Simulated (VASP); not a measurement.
# MgCd2O3 (P-3m1) in VASP: further runs

The runs below take MgCd2O3 through single point, with PBE.

All numbers are computed with VASP 6.6.1; they aren't measurements. Logs are shortened: lines on timing, memory, paths and dates and some standing lists are left out, and cuts for length are marked.

**1. The cell of the first run**

It takes space group P-3m1 (No. 164, trigonal). The conventional cell has a = 3.237 Å, b = 3.237 Å, c = 8.090 Å, α = 90.00°, β = 90.00°, γ = 120.00°. Mg (site symmetry -3m) has 6 O at 2.19 Å within 2.9 Å. Within 3.5 Å of Cd (site symmetry 3m) lie 6 O at 2.35 to 2.38 Å and 3 Mg at 3.21 Å and 9 Cd at 3.24 to 3.42 Å. Within 3.0 Å of O (site symmetry 3m) lie 3 Mg at 2.19 Å and 3 Cd at 2.38 Å and 3 O at 2.96 Å. Within 3.1 Å of O (site symmetry -3m) lie 6 Cd at 2.35 Å.

**2. Single point, PBE**

Contents of INCAR:

```
SYSTEM = MgCd2O3
PREC = Accurate ; ENCUT = 520
EDIFF = 1E-6 ; ISMEAR = 0
SIGMA = 0.1 ; LREAL = .False.
LASPH = .True. ; NELM = 60
ALGO = Normal ; ISIF = 2
LWAVE = .False. ; LCHARG = .True.
GGA = PE ; LELF = .True.
LVHAR = .True. ; NBANDS = 31
```

Contents of KPOINTS:

```
regular mesh
0
Gamma
  6 6 2
  0 0 0
```

Contents of POSCAR:

```
MgCd2O3
1.0
    3.2374909659     -0.0000000027      0.0000000000
   -1.6187454807      2.8037494223      0.0000000000
    0.0000000000      0.0000000000      8.0897816089
Mg Cd O
1 2 3
Direct
    0.0000000000      0.0000000000      0.5000000000
    0.6666666667      0.3333333333      0.8231970025
    0.3333333333      0.6666666667      0.1768029975
    0.3333333333      0.6666666667      0.6414643922
    0.6666666667      0.3333333333      0.3585356078
    0.0000000000      0.0000000000      0.0000000000
```

Potentials or basis: VASP PAW PBE potentials, release 64 (Mg, Cd, O).

The run is started by

```sh
$ cat potpaw_PBE.64/Mg/POTCAR potpaw_PBE.64/Cd/POTCAR potpaw_PBE.64/O/POTCAR > POTCAR
$ mpirun -np 1 vasp_std > vasp.out
```

OUTCAR:

```text
SYSTEM = MgCd2O3
   PREC = Accurate
   ENCUT = 520
   EDIFF = 1E-6
   ISMEAR = 0
   LREAL = .False.
   LASPH = .True.
   NELM = 60
   ISIF = 2
   GGA = PE

 ion  position               nearest neighbor table
   1  0.000  0.000  0.500-   4 2.19   5 2.19   5 2.19   4 2.19   5 2.19   4 2.19   2 3.21   3 3.21
                             3 3.21   2 3.21   2 3.21   3 3.21
   2  0.667  0.333  0.823-   6 2.35   6 2.35   6 2.35   4 2.38   4 2.38   4 2.38   1 3.21   1 3.21
                             1 3.21   3 3.42   3 3.42   3 3.42
   3  0.333  0.667  0.177-   6 2.35   6 2.35   6 2.35   5 2.38   5 2.38   5 2.38   1 3.21   1 3.21
                             1 3.21   2 3.42   2 3.42   2 3.42
   4  0.333  0.667  0.641-   1 2.19   1 2.19   1 2.19   2 2.38   2 2.38   2 2.38
   5  0.667  0.333  0.359-   1 2.19   1 2.19   1 2.19   3 2.38   3 2.38   3 2.38
   6  0.000  0.000  0.000-   2 2.35   3 2.35   2 2.35   3 2.35   2 2.35   3 2.35

  LATTYP: Found a hexagonal cell.
 ALAT       =     3.2374909659
 C/A-ratio  =     2.4987812149

  Lattice vectors:

 A1 = (   3.2374909659,  -0.0000000027,   0.0000000000)
 A2 = (  -1.6187454807,   2.8037494223,   0.0000000000)
 A3 = (   0.0000000000,   0.0000000000,   8.0897816089)

Analysis of symmetry for initial positions (statically):
=====================================================================
 Subroutine PRICEL returns:
 Original cell was already a primitive cell.

 Routine SETGRP: Setting up the symmetry group for a
 hexagonal supercell.

 Subroutine GETGRP returns: Found 12 space group operations
 (whereof 12 operations were pure point group operations)
 out of a pool of 24 trial point group operations.

The static configuration has the point symmetry D_3d.

Analysis of symmetry for dynamics (positions and initial velocities):
=====================================================================
 Subroutine PRICEL returns:
 Original cell was already a primitive cell.

 Routine SETGRP: Setting up the symmetry group for a
 hexagonal supercell.

 Subroutine GETGRP returns: Found 12 space group operations
 (whereof 12 operations were pure point group operations)
 out of a pool of 24 trial point group operations.

The dynamic configuration has the point symmetry D_3d.

 Subroutine INISYM returns: Found 12 space group operations
 (whereof 12 operations are pure point group operations),
 and found     1 'primitive' translations

----------------------------------------------------------------------------------------

                                     Primitive cell

  volume of cell :      73.4319

  direct lattice vectors                    reciprocal lattice vectors
     3.237490966 -0.000000003  0.000000000     0.308881171  0.178332627  0.000000000
    -1.618745481  2.803749422  0.000000000     0.000000000  0.356665254  0.000000000
     0.000000000  0.000000000  8.089781609     0.000000000  0.000000000  0.123612731

  length of vectors
     3.237490966  3.237490966  8.089781609     0.356665254  0.356665254  0.123612731

  position of ions in fractional coordinates (direct lattice)
     0.000000000  0.000000000  0.500000000
     0.666666667  0.333333333  0.823197003
     0.333333333  0.666666667  0.176802997
     0.333333333  0.666666667  0.641464392
     0.666666667  0.333333333  0.358535608
     0.000000000  0.000000000  0.000000000

  ion indices of the primitive-cell ions
   primitive index   ion index
                 1           1
                 2           2
                 3           3
                 4           4
                 5           5
                 6           6

----------------------------------------------------------------------------------------

 KPOINTS: regular mesh

Automatic generation of k-mesh.
 Grid dimensions read from file:
 generate k-points for:    6    6    2

 Generating k-lattice:

  Cartesian coordinates                     Fractional coordinates (reciprocal lattice)
     0.051480195  0.029722104  0.000000000     0.166666667  0.000000000  0.000000000
     0.000000000  0.059444209  0.000000000     0.000000000  0.166666667  0.000000000
     0.000000000  0.000000000  0.061806366     0.000000000  0.000000000  0.500000000

  Length of vectors
     0.059444209  0.059444209  0.061806366

  Shift w.r.t. Gamma in fractional coordinates (k-lattice)
     0.000000000  0.000000000  0.000000000

 Subroutine IBZKPT returns following result:
 ===========================================

 Found     14 irreducible k-points:

 Following reciprocal coordinates:
            Coordinates               Weight
  0.000000  0.000000  0.000000      1.000000
  0.166667  0.000000  0.000000      6.000000
  0.333333  0.000000  0.000000      6.000000
  0.500000  0.000000  0.000000      3.000000
  0.166667  0.166667  0.000000      6.000000
  0.333333  0.166667  0.000000     12.000000
  0.333333  0.333333  0.000000      2.000000
  0.000000  0.000000  0.500000      1.000000
  0.166667  0.000000  0.500000      6.000000
  0.333333  0.000000  0.500000      6.000000
  0.500000  0.000000  0.500000      3.000000
  0.166667  0.166667  0.500000      6.000000
  0.333333  0.166667  0.500000     12.000000
  0.333333  0.333333  0.500000      2.000000
   k-points           NKPTS =     14   k-points in BZ     NKDIM =     14   number of bands    NBANDS=     31
   number of dos      NEDOS =    301   number of ions     NIONS =      6
   total plane-waves  NPLWV =  34560
   dimension x,y,z NGX =    24 NGY =   24 NGZ =   60
   dimension x,y,z NGXF=    48 NGYF=   48 NGZF=  120
   ions per type =               1   2   3
   NGX,Y,Z   is equivalent  to a cutoff of  12.32, 12.32, 12.33 a.u.
   NGXF,Y,Z  is equivalent  to a cutoff of  24.65, 24.65, 24.66 a.u.
 SYSTEM =  MgCd2O3
   PREC   = accura    normal or accurate (medium, high low for compatibility)
   ISTART =      0    job   : 0-new  1-cont  2-samecut
   ICHARG =      2    charge: 1-file 2-atom 10-const
   ISPIN  =      1    spin polarized calculation?
   LNONCOLLINEAR =      F non collinear calculations
   LSORBIT =      F    spin-orbit coupling
   LASPH  =      T    aspherical Exc in radial PAW
   ENCUT  =  520.0 eV  38.22 Ry    6.18 a.u.   6.02  6.02 15.04*2*pi/ulx,y,z
   NELM   =     60;   NELMIN=  2; NELMDL= -5     # of ELM steps
   EDIFF  = 0.1E-05   stopping-criterion for ELM
   LREAL  =      F    real-space projection
   EDIFFG = 0.1E-04   stopping-criterion for IOM
   NSW    =      0    number of steps for IOM
   IBRION =     -1    ionic relax: 0-MD 1-quasi-New 2-CG
   NFREE  =      0    steps in history (QN), initial steepest desc. (CG)
   ISIF   =      2    stress and relaxation
   ISYM   =      2    0-nonsym 1-usesym 2-fastsym
   POTIM  = 0.5000    time-step for ionic-motion
   TEBEG  =    0.0;   TEEND  =   0.0 temperature during run
   PSTRESS=    0.0 pullay stress
   NELECT =      44.0000    total number of electrons
   NUPDOWN=      -1.0000    fix difference up-down
   EMIN   =  10.00;   EMAX   =-10.00  energy-range for DOS
   EFERMI =   0.00;   METHOD = LEGACY
   ISMEAR =     0;   SIGMA  =   0.10  broadening in eV -4-tet -1-fermi 0-gaus
   EFERMI_NEDOS =   21; number of points for ismear=-14 and -15
   IALGO  =     38    algorithm
   IMIX   =      4    mixing-type and parameters
     AMIX     =   0.40;   BMIX     =  1.00
     AMIX_MAG =   1.60;   BMIX_MAG =  1.00
  volume/ion in A,a.u.               =      12.24        82.59
  Fermi-wavevector in a.u.,A,eV,Ry     =   1.380165  2.608133 25.917115  1.904854
  Thomas-Fermi vector in A             =   2.505067
   LORBIT       =      0    0 simple, 1 ext, 2 COOP (PROOUT), +10 PAW based schemes
   GGA     = PE    functional components
   LHFCALC =     F    Hartree Fock is set to
   AEXX    =    0.0000 exact exchange contribution
   IVDW    =     0    specifies the selected vdW correction
   LEPSILON=     F    determine dielectric tensor
   LRPA    =     F    only Hartree local field effects (RPA)
 non-spin polarized calculation
 Gauss-broadening in eV      SIGMA  =   0.10
  energy-cutoff  :      520.00
  volume of cell :       73.43
 maximum number of plane-waves:      2010
   NGX = 13   NGY = 13   NGZ = 31

 number of electron      44.0000020 magnetization

 Free energy of the ion-electron system (eV)
  ---------------------------------------------------
  ext. energy  EPLUGINS =         0.00000000
  ---------------------------------------------------
  free energy    TOTEN  =       -27.06019195 eV

  energy without entropy =      -27.06019119  energy(sigma->0) =      -27.06019157

 E-fermi :   2.3494     XC(G=0): -11.3288

 val. band max:        2.0416881938   @ k =   0.0000   0.0000   0.0000
 cond. band min:       2.6267938711   @ k =   0.0000   0.0000   0.0000
 fundamental gap:      0.5851056773
 Fermi energy:         2.3494194431

 k-point     1 :       0.0000    0.0000    0.0000
  band No.  band energies     occupation
      1     -15.0241      2.00000
      2     -14.5621      2.00000
      3     -14.1928      2.00000
      4      -5.1324      2.00000
      5      -4.8439      2.00000
      6      -4.8439      2.00000
[... 23 lines left out ...]
     30      16.1818      0.00000
     31      16.1818      0.00000

 k-point     2 :       0.1667    0.0000    0.0000
  band No.  band energies     occupation
      1     -14.8520      2.00000
      2     -14.4970      2.00000
      3     -14.1248      2.00000
      4      -5.0038      2.00000
      5      -4.8294      2.00000
      6      -4.7314      2.00000
[... 23 lines left out ...]
     30      15.1706      0.00000
     31      15.7363      0.00000

 k-point     3 :       0.3333    0.0000    0.0000
  band No.  band energies     occupation
      1     -14.5007      2.00000
      2     -14.3291      2.00000
      3     -14.0040      2.00000
      4      -5.1118      2.00000
      5      -4.8809      2.00000
      6      -4.8504      2.00000
[... 363 lines left out ...]
     30      12.9874      0.00000
     31      13.1462      0.00000

 k-point    14 :       0.3333    0.3333    0.5000
  band No.  band energies     occupation
      1     -14.3144      2.00000
      2     -14.0097      2.00000
      3     -14.0097      2.00000
      4      -4.8109      2.00000
      5      -4.8109      2.00000
      6      -4.8082      2.00000
[... 23 lines left out ...]
     30      12.9871      0.00000
     31      12.9871      0.00000

------------------------ aborting loop because EDIFF is reached ----------------------------------------

  FORCE on cell =-STRESS in cart. coord.  units (eV):
  Direction    XX          YY          ZZ          XY          YZ          ZX
  --------------------------------------------------------------------------------------
  -------------------------------------------------------------------------------------
  Total        0.3559482      0.3559482      0.4136591     -0.0000000     -0.0000000     -0.0000000
  in kB        7.7662757      7.7662757      9.0254444     -0.0000000     -0.0000000     -0.0000000
  external PRESSURE =       8.1859986 kB  Pullay stress =       0.0000000 kB

 VOLUME and BASIS-vectors are now :
 -----------------------------------------------------------------------------
  energy-cutoff  :      520.00
  volume of cell :       73.43
      direct lattice vectors                 reciprocal lattice vectors
     3.237490966 -0.000000003  0.000000000     0.308881171  0.178332627  0.000000000
    -1.618745481  2.803749422  0.000000000     0.000000000  0.356665254  0.000000000
     0.000000000  0.000000000  8.089781609     0.000000000  0.000000000  0.123612731

 POSITION                                       TOTAL-FORCE (eV/Angst)
 -----------------------------------------------------------------------------------
      0.00000      0.00000      4.04489         0.000000      0.000000      0.000000
      1.61875      0.93458      6.65948         0.000000      0.000000     -0.007454
      0.00000      1.86917      1.43030        -0.000000     -0.000000      0.007454
      0.00000      1.86917      5.18931        -0.000000      0.000000     -0.110487
      1.61875      0.93458      2.90047        -0.000000     -0.000000      0.110487
      0.00000      0.00000      0.00000         0.000000      0.000000      0.000000
 -----------------------------------------------------------------------------------
    total drift:                               -0.000000      0.000000      0.000000

  FREE ENERGIE OF THE ION-ELECTRON SYSTEM (eV)
  ---------------------------------------------------
  free  energy   TOTEN  =       -27.0601919488 eV

  energy  without entropy=      -27.0601911936  energy(sigma->0) =      -27.06019157
```

Run time: 19 s. Hardware: 1 thread of Intel Xeon 6975P-C (Granite Rapids), shared host; peak memory 0.18 GiB.

What came out:

| Property | Result |
| --- | --- |
| Free energy | -27.0602 eV |
| Pressure | 0.8 GPa |
| Largest force | 0.110 eV/Å |
| Band gap on the k mesh | 0.59 eV |

Forces in eV/Å, atoms in the order of the input:
```
Mg   0.000  0.000  0.000
Cd   0.000  0.000 -0.007
Cd   0.000  0.000  0.007
O    0.000  0.000 -0.110
O    0.000  0.000  0.110
O    0.000  0.000  0.000
```

**3. Single point, PBE**

This run uses another cell than the first one, of 15.36 Å³/atom.

Contents of INCAR:

```
PREC     = Accurate       # precision mode
ENCUT    = 520            # plane-wave cutoff, eV
EDIFF    = 1E-7           # SCF threshold, eV
ISMEAR   = 0              # smearing method
SIGMA    = 0.1            # smearing width, eV
LREAL    = F              # projectors in reciprocal space
LASPH    = T              # aspherical terms in the spheres
NELM     = 60             # most SCF steps
ALGO     = Normal         # electronic algorithm
ISIF     = 2              # what is computed and relaxed
LWAVE    = F              # write WAVECAR
LCHARG   = F              # write CHGCAR
GGA      = PE             # functional
NBANDS   = 31             # bands
```

Contents of KPOINTS:

```
Automatic mesh
0
Gamma
  6 6 2
```

Contents of POSCAR:

```
MgCd2O3
1.0
    3.5157431900      0.0000000000      0.0000000000
   -1.7578715900      3.0447229100      0.0000000000
    0.0000000000      0.0000000000      8.6117768800
Mg Cd O
1 2 3
Direct
    0.0000000000      0.0000000000      0.5000000000
    0.6666666700      0.3333333300      0.8333333300
    0.3333333300      0.6666666700      0.1666666700
    0.3333333300      0.6666666700      0.6666666700
    0.6666666700      0.3333333300      0.3333333300
    0.0000000000      0.0000000000      0.0000000000
```

Potentials or basis: VASP PAW PBE potentials, release 64 (Mg, Cd, O).

The run is started by

```sh
$ cat potpaw_PBE.64/Mg/POTCAR potpaw_PBE.64/Cd/POTCAR potpaw_PBE.64/O/POTCAR > POTCAR
$ mpirun -np 1 vasp_std > vasp.out
```

Wall time 32 s (1 thread of Intel Xeon 6975P-C (Granite Rapids), shared host); peak memory 0.22 GiB.

The run converged. Its results:

```yaml
Free_energy: -25.6399 eV
Pressure: -16.3 GPa
Largest_force: 0.997 eV/Å
Band_gap_on_the_k_mesh: zero (filled and empty bands touch)
```

Forces on the atoms (eV/Å):
```
Mg   0.000  0.000  0.000
Cd   0.000  0.000 -0.054
Cd   0.000  0.000  0.054
O    0.000  0.000 -0.997
O    0.000  0.000  0.997
O    0.000  0.000  0.000
```

Stress tensor (GPa, compression positive):
```
-16.25   0.00   0.00
  0.00 -16.25   0.00
  0.00   0.00 -16.55
```

Levels at points of the mesh, in eV from the Fermi level:
| k point | band 18 | band 19 | band 20 | band 21 | band 22 | band 23 | band 24 | band 25 | band 26 | band 27 |
| --- | --- | --- | --- | --- | --- | --- | --- | --- | --- | --- |
| (0.00, 0.00, 0.00) | -0.62 | -0.51 | -0.51 | -0.17 | -0.07 | -0.07 | 3.33 | 3.57 | 7.94 | 8.06 |
| (0.50, 0.00, 0.00) | -1.41 | -1.08 | -0.70 | -0.61 | -0.26 | 3.70 | 5.05 | 5.19 | 6.56 | 6.97 |
| (0.00, 0.00, 0.50) | -0.71 | -0.37 | -0.37 | -0.12 | -0.12 | 1.40 | 1.78 | 4.53 | 6.60 | 10.45 |
| (0.50, 0.00, 0.50) | -1.46 | -1.29 | -0.95 | -0.15 | -0.14 | 4.10 | 4.53 | 4.83 | 6.71 | 7.78 |

Caveat: the k points lie up to 0.36 Å⁻¹ apart; semilocal functionals underestimate gaps, so a narrow gap can read as zero.

**4. Single point, PBE**

This run uses another cell than the first one: it holds 12 atoms, not 6.

Contents of INCAR:

```
PREC = Accurate ; ENCUT = 520
EDIFF = 1E-7 ; ISMEAR = 0
SIGMA = 0.1 ; LREAL = F
LASPH = T ; NELM = 100
ALGO = Normal ; ISIF = 2
LWAVE = F ; LCHARG = F
GGA = PE ; NBANDS = 56
```

Contents of KPOINTS:

```
Automatic mesh
0
Gamma
  6 6 1
```

Contents of POSCAR:

```
MgCd2O3
1.0
    3.2385399515      0.0000000000      0.0000000000
   -1.6192699758      2.8046578692      0.0000000000
    0.0000000000      0.0000000000     16.1792145045
Mg Cd O
2 4 6
Direct
    0.0000000000      0.0000000000      0.2500000000
    0.0000000000      0.0000000000      0.7500000000
    0.6666666667      0.3333333333      0.4116217767
    0.6666666667      0.3333333333      0.9116217767
    0.3333333333      0.6666666667      0.0883782233
    0.3333333333      0.6666666667      0.5883782233
    0.3333333333      0.6666666667      0.3206701620
    0.3333333333      0.6666666667      0.8206701620
    0.6666666667      0.3333333333      0.1793298380
    0.6666666667      0.3333333333      0.6793298380
    0.0000000000      0.0000000000      0.0000000000
    0.0000000000      0.0000000000      0.5000000000
```

The run is started by

```sh
$ cat potpaw_PBE.64/Mg/POTCAR potpaw_PBE.64/Cd/POTCAR potpaw_PBE.64/O/POTCAR > POTCAR
$ mpirun -np 1 vasp_std > vasp.out
```

Run time: 43 s. Hardware: 1 thread of Intel Xeon 6975P-C (Granite Rapids), shared host; peak memory 0.26 GiB.

Results (log left out):

```yaml
Free_energy: -54.1215 eV
Pressure: 0.7 GPa
Largest_force: 0.093 eV/Å
Band_gap_on_the_k_mesh: 0.58 eV
```

Forces on the atoms (eV/Å):
```
Mg   0.000  0.000  0.000
Mg   0.000  0.000  0.000
Cd   0.000  0.000 -0.019
Cd   0.000  0.000 -0.019
Cd   0.000  0.000  0.019
Cd   0.000  0.000  0.019
O    0.000  0.000 -0.093
O    0.000  0.000 -0.093
O    0.000  0.000  0.093
O    0.000  0.000  0.093
O    0.000  0.000  0.000
O    0.000  0.000  0.000
```

Stress tensor (GPa, compression positive):
```
0.68 0.00 0.00
0.00 0.68 0.00
0.00 0.00 0.87
```

Levels at points of the mesh, in eV from the valence-band top:
```tsv
k point	band 41	band 42	band 43	band 44	band 45	band 46	band 47	band 48
(0.00, 0.00, 0.00)	-0.13	-0.13	0.00	0.00	0.58	2.01	2.82	4.31
(0.50, 0.00, 0.00)	-0.66	-0.35	-0.11	0.00	4.60	4.80	5.06	5.56
```

**5. Summary**

```tsv
cell	k mesh	gap on the mesh (eV)	pressure (GPa)	largest force (eV/Å)
a = 3.237, b = 3.237, c = 8.090 Å, angles 90.0, 90.0, 120.0°, 6 atoms, atomic positions A	6 × 6 × 2	0.59	0.8	0.11
a = 3.516, b = 3.516, c = 8.612 Å, angles 90.0, 90.0, 120.0°, 6 atoms, atomic positions B	6 × 6 × 2	none	-16.3	1.00
a = 3.239, b = 3.239, c = 16.179 Å, angles 90.0, 90.0, 120.0°, 12 atoms, atomic positions C	6 × 6 × 1	0.58	0.7	0.09
```

Alike in all rows: task single point; level PBE; potentials or basis VASP PAW PBE potentials, release 64 (Mg, Cd, O); no spin polarisation; cutoff (eV) 520; smearing gaussian 0.1 eV.

Caveats: some runs use coarse meshes; semilocal functionals underestimate gaps, so a narrow gap can read as zero (at least some runs).

Total energies depend on the potentials used, so only differences within one code and one set of settings carry meaning.
